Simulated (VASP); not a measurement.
# W15S28 (a cell with a defect) in VASP: a series of runs

The runs below take W15S28 (a cell with a defect) through single point, with PBE+D3(BJ).

Everything below comes from runs of VASP 6.6.1. Logs are shortened: lines on timing, memory, paths and dates and some standing lists are left out, and cuts for length are marked.

### Step 1. The cell of the first run

The cell holds a defect, 43 atoms: a = 8.345 Å, b = 8.345 Å, c = 12.142 Å, α = 90.00°, β = 90.00°, γ = 120.00°.

### Step 2. Single point, PBE+D3(BJ)

Input file INCAR:

```
SYSTEM = W15S28
  ALGO = Normal
  EDIFF = 1E-6
  ENCUT = 400
  GGA = PE
  GGA_COMPAT = .FALSE.
  ISIF = 2
  ISMEAR = 0
  ISYM = -1
  IVDW = 12
  KPAR = 1
  LASPH = .TRUE.
  LCHARG = .TRUE.
  LELF = .TRUE.
  LREAL = Auto
  LVHAR = .TRUE.
  LWAVE = .FALSE.
  NBANDS = 216
  NELECT = 376.0
  NELM = 120
  PREC = Accurate
  SIGMA = 0.01
```

Input file KPOINTS:

```
explicit points
4
Reciprocal
  0.25000000   0.25000000   0.25000000 2
  0.25000000   0.25000000   0.75000000 2
  0.25000000   0.75000000   0.25000000 2
  0.25000000   0.75000000   0.75000000 2
```

Input file POSCAR:

```
W15S28
1.0
   -1.5770488198     -8.1945860457      0.0000000000
    7.8852440990      2.7315286819      0.0000000000
    0.0000000000      0.0000000000     12.1424799523
W S
15 28
Direct
    0.4771503364      0.0957844466      0.7564664620
    0.6186341101      0.5228496636      0.7564664620
    0.1915542926      0.2398057031      0.7530027318
    0.7601942969      0.9517485895      0.7530027318
    0.3333333333      0.6666666667      0.7539546806
    0.9042155534      0.3813658899      0.7564664620
    0.0482514105      0.8084457074      0.7530027318
    0.6666666667      0.3333333333      0.2547022313
    0.8144731972      0.7667392814      0.2475733257
    0.3846983009      0.4816877686      0.2587745711
    0.9522660842      0.1855268028      0.2475733257
    0.5183122314      0.9030105323      0.2587745711
    0.0969894677      0.6153016991      0.2587745711
    0.2332607186      0.0477339158      0.2475733257
    0.0000000000      0.0000000000      0.0409430970
    0.4755951973      0.0966879167      0.1242354395
    0.6210927193      0.5244048027      0.1242354395
    0.2246602958      0.2670610296      0.1145178643
    0.7329389704      0.9575992662      0.1145178643
    0.3333333333      0.6666666667      0.1292597382
    0.9033120833      0.3789072807      0.1242354395
    0.0424007338      0.7753397042      0.1145178643
    0.6666666667      0.3333333333      0.6261686222
    0.8084516341      0.7600355990      0.6250040142
    0.3838390619      0.4774467615      0.6243145838
    0.9515839649      0.1915483659      0.6250040142
    0.5225532385      0.9063923004      0.6243145838
    0.0936076996      0.6161609381      0.6243145838
    0.2399644010      0.0484160351      0.6250040142
    0.4689864483      0.0952243496      0.3833249886
    0.6262379012      0.5310135517      0.3833249886
    0.1876613240      0.2339998578      0.3808436126
    0.7660001422      0.9536614662      0.3808436126
    0.3333333333      0.6666666667      0.3895152015
    0.9047756504      0.3737620988      0.3833249886
    0.0463385338      0.8123386760      0.3808436126
    0.6666666667      0.3333333333      0.8861767572
    0.8158678630      0.7691741935      0.8847096182
    0.3802305638      0.4768508353      0.8844285763
    0.9533063305      0.1841321370      0.8847096182
    0.5231491647      0.9033797285      0.8844285763
    0.0966202715      0.6197694362      0.8844285763
    0.2308258065      0.0466936695      0.8847096182
```

Potentials or basis: VASP PAW PBE potentials, release 64 (W_sv, S).

On the command line:

```console
$ cat potpaw_PBE.64/W_sv/POTCAR potpaw_PBE.64/S/POTCAR > POTCAR
$ mpirun -np 4 vasp_std > vasp.out
```

OUTCAR:

```text
SYSTEM = W15S28
   EDIFF = 1E-6
   ENCUT = 400
   GGA = PE
   ISIF = 2
   ISMEAR = 0
   ISYM = -1
   IVDW = 12
   LASPH = .TRUE.
   LREAL = Auto
   NELECT = 376.0
   NELM = 120
   PREC = Accurate
 IVDW          = 12

 ion  position               nearest neighbor table
   1  0.477  0.096  0.756-  41 2.40  37 2.40  23 2.41  27 2.41  29 2.42  43 2.44   4 3.14   6 3.14
                             2 3.14   5 3.16   7 3.16   3 3.16
   2  0.619  0.523  0.756-  39 2.40  37 2.40  23 2.41  25 2.41  24 2.42  38 2.44   3 3.14   6 3.14
                             1 3.14   5 3.16   4 3.16   7 3.16
   3  0.192  0.240  0.753-  25 2.40  29 2.40  26 2.40  43 2.41  40 2.41  39 2.41   2 3.14   5 3.14
                             6 3.16   1 3.16   4 3.18   7 3.18
   4  0.760  0.952  0.753-  27 2.40  26 2.40  24 2.40  40 2.41  38 2.41  41 2.41   1 3.14   5 3.14
                             2 3.16   6 3.16   7 3.18   3 3.18
   5  0.333  0.667  0.754-  42 2.41  41 2.41  39 2.41  28 2.41  27 2.41  25 2.41   7 3.14   4 3.14
                             3 3.14   6 3.16   2 3.16   1 3.16
   6  0.904  0.381  0.756-  42 2.40  37 2.40  23 2.41  28 2.41  26 2.42  40 2.44   7 3.14   2 3.14
                             1 3.14   5 3.16   3 3.16   4 3.16
   7  0.048  0.808  0.753-  28 2.40  24 2.40  29 2.40  38 2.41  43 2.41  42 2.41   6 3.14   5 3.14
                             1 3.16   2 3.16   4 3.18   3 3.18
   8  0.667  0.333  0.255-  21 2.41  16 2.41  17 2.41  35 2.41  30 2.41  31 2.41  12 3.16  13 3.16
                            10 3.16  11 3.19  14 3.19   9 3.19
   9  0.814  0.767  0.248-  17 2.38  36 2.40  33 2.42  31 2.44  22 2.47  19 2.59  15 3.08  14 3.08
                            11 3.08  10 3.16   8 3.19  13 3.19  12 3.20
  10  0.385  0.482  0.259-  18 2.38  31 2.39  20 2.39  34 2.40  32 2.40  17 2.45  13 3.11  12 3.11
                             8 3.16   9 3.16  14 3.19  11 3.20
  11  0.952  0.186  0.248-  21 2.38  33 2.40  32 2.42  35 2.44  19 2.47  18 2.59  15 3.08  14 3.08
                             9 3.08  13 3.16   8 3.19  12 3.19  10 3.20
  12  0.518  0.903  0.259-  19 2.38  30 2.39  20 2.39  34 2.40  33 2.40  16 2.45  13 3.11  10 3.11
                             8 3.16  14 3.16  11 3.19   9 3.20
  13  0.097  0.615  0.259-  22 2.38  35 2.39  20 2.39  34 2.40  36 2.40  21 2.45  10 3.11  12 3.11
                             8 3.16  11 3.16   9 3.19  14 3.20
  14  0.233  0.048  0.248-  16 2.38  32 2.40  36 2.42  30 2.44  18 2.47  22 2.59  15 3.08  11 3.08
                             9 3.08  12 3.16   8 3.19  10 3.19  13 3.20
  15  0.000  0.000  0.041-  19 2.26  18 2.26  22 2.26  43 2.59  40 2.59  38 2.59  14 3.08  11 3.08
                             9 3.08
  16  0.476  0.097  0.124-  14 2.38   8 2.41  12 2.45
  17  0.621  0.524  0.124-   9 2.38   8 2.41  10 2.45
  18  0.225  0.267  0.115-  15 2.26  10 2.38  14 2.47  11 2.59
  19  0.733  0.958  0.115-  15 2.26  12 2.38  11 2.47   9 2.59
  20  0.333  0.667  0.129-  13 2.39  12 2.39  10 2.39
  21  0.903  0.379  0.124-  11 2.38   8 2.41  13 2.45
  22  0.042  0.775  0.115-  15 2.26  13 2.38   9 2.47  14 2.59
  23  0.667  0.333  0.626-   6 2.41   1 2.41   2 2.41
  24  0.808  0.760  0.625-   7 2.40   4 2.40   2 2.42
  25  0.384  0.477  0.624-   3 2.40   5 2.41   2 2.41
  26  0.952  0.192  0.625-   4 2.40   3 2.40   6 2.42
  27  0.523  0.906  0.624-   4 2.40   5 2.41   1 2.41
  28  0.094  0.616  0.624-   7 2.40   5 2.41   6 2.41
  29  0.240  0.048  0.625-   3 2.40   7 2.40   1 2.42
  30  0.469  0.095  0.383-  12 2.39   8 2.41  14 2.44
  31  0.626  0.531  0.383-  10 2.39   8 2.41   9 2.44
  32  0.188  0.234  0.381-  14 2.40  10 2.40  11 2.42
  33  0.766  0.954  0.381-  11 2.40  12 2.40   9 2.42
  34  0.333  0.667  0.390-  13 2.40  12 2.40  10 2.40
  35  0.905  0.374  0.383-  13 2.39   8 2.41  11 2.44
  36  0.046  0.812  0.381-   9 2.40  13 2.40  14 2.42
  37  0.667  0.333  0.886-   6 2.40   1 2.40   2 2.40
  38  0.816  0.769  0.885-   7 2.41   4 2.41   2 2.44  15 2.59
  39  0.380  0.477  0.884-   2 2.40   5 2.41   3 2.41
  40  0.953  0.184  0.885-   4 2.41   3 2.41   6 2.44  15 2.59
  41  0.523  0.903  0.884-   1 2.40   5 2.41   4 2.41
  42  0.097  0.620  0.884-   6 2.40   5 2.41   7 2.41
  43  0.231  0.047  0.885-   3 2.41   7 2.41   1 2.44  15 2.59

IMPORTANT INFORMATION: All symmetrisations will be switched off!
NOSYMM: (Re-)initialisation of all symmetry stuff for point group C_1.

----------------------------------------------------------------------------------------

                                     Primitive cell

  volume of cell :     732.2954

  direct lattice vectors                    reciprocal lattice vectors
    -1.577048820 -8.194586046  0.000000000     0.045292556 -0.130748346  0.000000000
     7.885244099  2.731528682  0.000000000     0.135877667 -0.026149669  0.000000000
     0.000000000  0.000000000 12.142479952     0.000000000  0.000000000  0.082355499

  length of vectors
[... 47 lines left out ...]
 SYSTEM =  W15S28
   PREC   = accura    normal or accurate (medium, high low for compatibility)
   ISTART =      0    job   : 0-new  1-cont  2-samecut
   ICHARG =      2    charge: 1-file 2-atom 10-const
   ISPIN  =      1    spin polarized calculation?
   LNONCOLLINEAR =      F non collinear calculations
   LSORBIT =      F    spin-orbit coupling
   LASPH  =      T    aspherical Exc in radial PAW
   ENCUT  =  400.0 eV  29.40 Ry    5.42 a.u.  13.61 13.61 19.80*2*pi/ulx,y,z
   NELM   =    120;   NELMIN=  2; NELMDL= -5     # of ELM steps
   EDIFF  = 0.1E-05   stopping-criterion for ELM
   LREAL  =      T    real-space projection
   EDIFFG = 0.1E-04   stopping-criterion for IOM
   NSW    =      0    number of steps for IOM
   IBRION =     -1    ionic relax: 0-MD 1-quasi-New 2-CG
   NFREE  =      0    steps in history (QN), initial steepest desc. (CG)
   ISIF   =      2    stress and relaxation
   ISYM   =     -1    0-nonsym 1-usesym 2-fastsym
   POTIM  = 0.5000    time-step for ionic-motion
   TEBEG  =    0.0;   TEEND  =   0.0 temperature during run
   PSTRESS=    0.0 pullay stress
   NELECT =     376.0000    total number of electrons
   NUPDOWN=      -1.0000    fix difference up-down
   EMIN   =  10.00;   EMAX   =-10.00  energy-range for DOS
   EFERMI =   0.00;   METHOD = LEGACY
   ISMEAR =     0;   SIGMA  =   0.01  broadening in eV -4-tet -1-fermi 0-gaus
   EFERMI_NEDOS =   21; number of points for ismear=-14 and -15
   IALGO  =     38    algorithm
   IMIX   =      4    mixing-type and parameters
     AMIX     =   0.40;   BMIX     =  1.00
     AMIX_MAG =   1.60;   BMIX_MAG =  1.00
  volume/ion in A,a.u.               =      17.03       114.92
  Fermi-wavevector in a.u.,A,eV,Ry     =   1.310917  2.477275 23.381673  1.718504
  Thomas-Fermi vector in A             =   2.441415
   LORBIT       =      0    0 simple, 1 ext, 2 COOP (PROOUT), +10 PAW based schemes
   GGA     = PE    functional components
   LHFCALC =     F    Hartree Fock is set to
   AEXX    =    0.0000 exact exchange contribution
   IVDW    =    12    specifies the selected vdW correction
   LEPSILON=     F    determine dielectric tensor
   LRPA    =     F    only Hartree local field effects (RPA)
 non-spin polarized calculation
 Gauss-broadening in eV      SIGMA  =   0.01
  energy-cutoff  :      400.00
  volume of cell :      732.30
 maximum number of plane-waves:     13317
 NGX is ok and might be reduce to    54
   NGX = 27   NGY = 27   NGZ = 39

 number of electron     376.0000004 magnetization

 Free energy of the ion-electron system (eV)
  ---------------------------------------------------
  ext. energy  EPLUGINS =         0.00000000
  ---------------------------------------------------
  free energy    TOTEN  =      -353.49780452 eV

  energy without entropy =     -353.49780452  energy(sigma->0) =     -353.49780452

 E-fermi :   8.3753     XC(G=0): -11.2278

 val. band max:        8.3123891318   @ k =   0.2500   0.7500   0.7500
 cond. band min:       8.4854625531   @ k =   0.2500   0.7500   0.7500
 fundamental gap:      0.1730734213
 Fermi energy:         8.3753052790

 k-point     1 :       0.2500    0.2500    0.2500
  band No.  band energies     occupation
      1     -66.6309      2.00000
      2     -66.6175      2.00000
      3     -66.6068      2.00000
      4     -66.5899      2.00000
      5     -66.5808      2.00000
      6     -66.5741      2.00000
[... 801 lines left out ...]
    199       9.9657      0.00000
    200       9.9879      0.00000
 [bands above 200 left out]

------------------------ aborting loop because EDIFF is reached ----------------------------------------

 Edisp (eV)  -19.38714

 E6    (eV) :   -11.1828

 E8    (eV) :    -8.2044

  FORCE on cell =-STRESS in cart. coord.  units (eV):
  Direction    XX          YY          ZZ          XY          YZ          ZX
  --------------------------------------------------------------------------------------
  -------------------------------------------------------------------------------------
  Total     -18.45488   -18.72804   -28.08717     0.24356     0.13873     0.19407
  in kB     -40.37714   -40.97478   -61.45146     0.53288     0.30353     0.42459
  external pressure =      -47.60 kB  Pullay stress =        0.00 kB

 VOLUME and BASIS-vectors are now :
 -----------------------------------------------------------------------------
  energy-cutoff  :      400.00
  volume of cell :      732.30
      direct lattice vectors                 reciprocal lattice vectors
    -1.577048820 -8.194586046  0.000000000     0.045292556 -0.130748346  0.000000000
     7.885244099  2.731528682  0.000000000     0.135877667 -0.026149669  0.000000000
     0.000000000  0.000000000 12.142479952     0.000000000  0.000000000  0.082355499

 POSITION                                       TOTAL-FORCE (eV/Angst)
 -----------------------------------------------------------------------------------
      0.00279     -3.64841      9.18538        -0.026864      0.006497      0.010078
      3.14718     -3.64127      9.18538        -0.028197     -0.020649     -0.004769
      1.58884     -0.91467      9.14332        -0.019954     -0.058189     -0.013472
      6.30591     -3.62975      9.14332        -0.032024      0.020152      0.013527
      4.73115     -0.91051      9.15488        -0.005053     -0.012449      0.028693
      1.58117     -6.36796      9.18538         0.003174     -0.002508      0.011178
[... 35 lines left out ...]
      4.73466      0.90115     10.73916         0.007041      0.001509     -0.041482
      0.00417     -1.76398     10.74257         0.047225     -0.022125     -0.003056
 -----------------------------------------------------------------------------------
    total drift:                                0.000146     -0.000166     -0.010407

  FREE ENERGIE OF THE ION-ELECTRON SYSTEM (eV)
  ---------------------------------------------------
  free  energy   TOTEN  =      -372.8849494984 eV

  energy  without entropy=     -372.8849494984  energy(sigma->0) =     -372.88494950
```

It took 5 min on 4 MPI ranks of Intel Xeon Platinum 8259CL at 2.50GHz (Skylake/Cascade Lake), shared host; peak memory 0.32 GiB.

What came out:

```yaml
Free_energy: -372.8849 eV
Largest_force: 0.195 eV/Å
Dispersion_energy_per_atom: -0.451 eV
```

Forces on the atoms (eV/Å):
```
W   -0.027  0.006  0.010
W   -0.028 -0.021 -0.005
W   -0.020 -0.058 -0.013
W   -0.032  0.020  0.014
W   -0.005 -0.012  0.029
W    0.003 -0.003  0.011
W   -0.045 -0.021  0.029
W   -0.009  0.058 -0.100
W    0.005  0.184  0.001
W    0.106 -0.029  0.061
W   -0.017 -0.117  0.024
W    0.019  0.037  0.029
W   -0.004 -0.025  0.078
W   -0.060 -0.031 -0.096
W   -0.006  0.081 -0.177
S   -0.059  0.003  0.032
S    0.002 -0.020  0.033
S    0.141  0.094 -0.032
S   -0.081  0.071 -0.044
S    0.002  0.001 -0.060
S   -0.005 -0.038  0.049
S   -0.017 -0.162 -0.033
S    0.006  0.006  0.016
S    0.014  0.005  0.000
S    0.014  0.007 -0.008
S    0.009 -0.004  0.028
S    0.007  0.021 -0.012
S    0.005  0.002 -0.010
S    0.007  0.010 -0.003
S   -0.019 -0.047  0.054
S    0.008 -0.001  0.026
S    0.014  0.010  0.002
S   -0.002 -0.014  0.025
S   -0.013  0.021  0.053
S    0.033  0.011 -0.020
S   -0.016 -0.020  0.041
S    0.017  0.000  0.013
S    0.002  0.005  0.020
S    0.019  0.014 -0.026
S   -0.018 -0.024  0.042
S   -0.003 -0.003 -0.035
S    0.007  0.002 -0.041
S    0.047 -0.022 -0.003
```

Levels at points of the mesh, in eV from the Fermi level:
| k point | band 184 | band 185 | band 186 | band 187 | band 188 | band 189 | band 190 | band 191 | band 192 | band 193 |
| --- | --- | --- | --- | --- | --- | --- | --- | --- | --- | --- |
| (0.25, 0.25, 0.25) | -1.24 | -1.20 | -1.04 | -0.17 | -0.07 | 0.15 | 0.32 | 0.35 | 0.87 | 1.06 |

Caveat: the cell carries a net charge on a neutralising background, which shifts energy and pressure; the cell is charged against a uniform background, so pressure and absolute levels hang on convention; spin-orbit coupling is left out, which moves the levels of the heavy elements.

### Step 3. Single point, PBE+D3(BJ) (with an interstitial atom, then relaxed in part)

Input file INCAR:

```
  PREC = Accurate
  ENCUT = 520
  EDIFF = 1E-6
  ISMEAR = 0
  SIGMA = 0.01
  LREAL = Auto
  LASPH = True
  NELM = 100
  ALGO = Normal
  ISIF = 2
  LWAVE = False
  LCHARG = True
  GGA = PE
  IVDW = 12
  LELF = True
  LVHAR = True
  NBANDS = 216
  NELECT = 376.0
```

Input file KPOINTS:

```
Automatic mesh
0
Gamma
  2 2 2
```

Input file POSCAR:

```
W15S28
1.0
    7.8852229175     -2.7315213444      0.0000000000
   -6.3081783340     -5.4630426888      0.0000000000
    0.0000000000      0.0000000000    -12.1448340132
W S
15 28
Direct
    0.0957842459      0.6186361720      0.2435200766
    0.3813638280      0.4771480739      0.2435200766
    0.9517484421      0.1915530808      0.2469815983
    0.6666666667      0.3333333333      0.2460311753
    0.2398046387      0.0482515579      0.2469815983
    0.8084469192      0.7601953613      0.2469815983
    0.5228519261      0.9042157541      0.2435200766
    0.3333333333      0.6666666667      0.7453065571
    0.6152965637      0.5183046692      0.7412428810
    0.1855324705      0.2332730245      0.7524398360
    0.9030081055      0.3847034363      0.7412428810
    0.4816953308      0.0969918945      0.7412428810
    0.0477405540      0.8144675295      0.7524398360
    0.7667269755      0.9522594460      0.7524398360
    0.0000000000      0.0000000000      0.9590592421
    0.0966964875      0.6210947492      0.8757543959
    0.3789052508      0.4756017383      0.8757543959
    0.9576176921      0.2246657158      0.8854766955
    0.6666666667      0.3333333333      0.8707336727
    0.2670480237      0.0423823079      0.8854766955
    0.7753342842      0.7329519763      0.8854766955
    0.5243982617      0.9033035125      0.8757543959
    0.3333333333      0.6666666667      0.3737953334
    0.6161616580      0.5225537950      0.3756490463
    0.1915459331      0.2399630643      0.3749599790
    0.9063921369      0.3838383420      0.3756490463
    0.4774462050      0.0936078631      0.3756490463
    0.0484171312      0.8084540669      0.3749599790
    0.7600369357      0.9515828688      0.3749599790
    0.0952180684      0.6262384232      0.6167091778
    0.3737615768      0.4689796452      0.6167091778
    0.9536584652      0.1876583493      0.6191955704
    0.6666666667      0.3333333333      0.6105207783
    0.2339998841      0.0463415348      0.6191955704
    0.8123416507      0.7660001159      0.6191955704
    0.5310203548      0.9047819316      0.6167091778
    0.3333333333      0.6666666667      0.1138319260
    0.6197689773      0.5231500165      0.1155808417
    0.1841297138      0.2308239369      0.1152944422
    0.9033810392      0.3802310227      0.1155808417
    0.4768499835      0.0966189608      0.1155808417
    0.0466942231      0.8158702862      0.1152944422
    0.7691760631      0.9533057769      0.1152944422
```

Potentials or basis: VASP PAW PBE potentials, release 64 (W_sv, S).

On the command line:

```console
$ cat potpaw_PBE.64/W_sv/POTCAR potpaw_PBE.64/S/POTCAR > POTCAR
$ mpirun -np 1 vasp_std > vasp.out
```

Run time: 30 min. Hardware: 1 thread of Oxide Virtual Turin-like, shared host; peak memory 0.9 GiB.

Results (log left out):

```
Free energy                : -372.8545 eV
Largest force              : 0.021 eV/Å
Dispersion energy per atom : -0.451 eV
```

Forces in eV/Å, atoms in the order of the input:
```
W    0.006  0.003 -0.009
W    0.000 -0.007 -0.009
W   -0.005 -0.001 -0.008
W    0.000  0.000 -0.001
W    0.003 -0.004 -0.008
W    0.002  0.005 -0.008
W   -0.006  0.004 -0.009
W    0.000  0.000  0.001
W   -0.004  0.014  0.015
W    0.003 -0.013  0.002
W   -0.010 -0.011  0.015
W    0.014 -0.004  0.015
W    0.010  0.009  0.002
W   -0.013  0.004  0.002
W    0.000  0.000  0.005
S   -0.008  0.003  0.001
S    0.007  0.005  0.001
S   -0.010  0.003 -0.009
S    0.000  0.000 -0.004
S    0.003 -0.011 -0.009
S    0.008  0.008 -0.009
S    0.001 -0.008  0.001
S    0.000  0.000  0.004
S    0.000  0.001  0.000
S    0.001  0.002 -0.001
S    0.000  0.000  0.000
S    0.001  0.000  0.000
S   -0.002  0.000 -0.001
S    0.001 -0.002 -0.001
S    0.001 -0.002 -0.001
S   -0.002  0.000 -0.001
S    0.004 -0.006  0.001
S    0.000  0.000 -0.003
S    0.003  0.007  0.001
S   -0.007 -0.001  0.001
S    0.001  0.002 -0.001
S    0.000  0.000  0.001
S    0.000  0.002 -0.001
S    0.002 -0.012  0.010
S   -0.002 -0.001 -0.001
S    0.002 -0.001 -0.001
S    0.009  0.007  0.010
S   -0.011  0.004  0.010
```

Levels at points of the mesh, in eV from the Fermi level:
| k point | band 184 | band 185 | band 186 | band 187 | band 188 | band 189 | band 190 | band 191 | band 192 | band 193 |
| --- | --- | --- | --- | --- | --- | --- | --- | --- | --- | --- |
| (0.00, 0.00, 0.00) | -1.62 | -1.59 | -0.51 | -0.03 | -0.03 | 0.03 | 0.32 | 0.32 | 0.77 | 0.93 |
| (0.50, 0.00, 0.00) | -1.35 | -1.22 | -1.15 | -0.12 | -0.07 | 0.20 | 0.27 | 0.38 | 0.88 | 1.00 |
| (0.00, 0.00, 0.50) | -1.61 | -0.99 | -0.56 | -0.01 | -0.01 | 0.01 | 0.38 | 0.38 | 0.93 | 1.13 |
| (0.50, 0.00, 0.50) | -1.29 | -1.25 | -1.23 | -0.16 | -0.07 | 0.25 | 0.35 | 0.39 | 1.08 | 1.15 |

Caveat: the k points lie up to 0.43 Å⁻¹ apart; the cell carries a net charge on a neutralising background, which shifts energy and pressure; the cell differs from its parent crystal (with an interstitial atom, then relaxed in part); the cell is charged against a uniform background, so pressure and absolute levels hang on convention; spin-orbit coupling is left out, which moves the levels of the heavy elements.
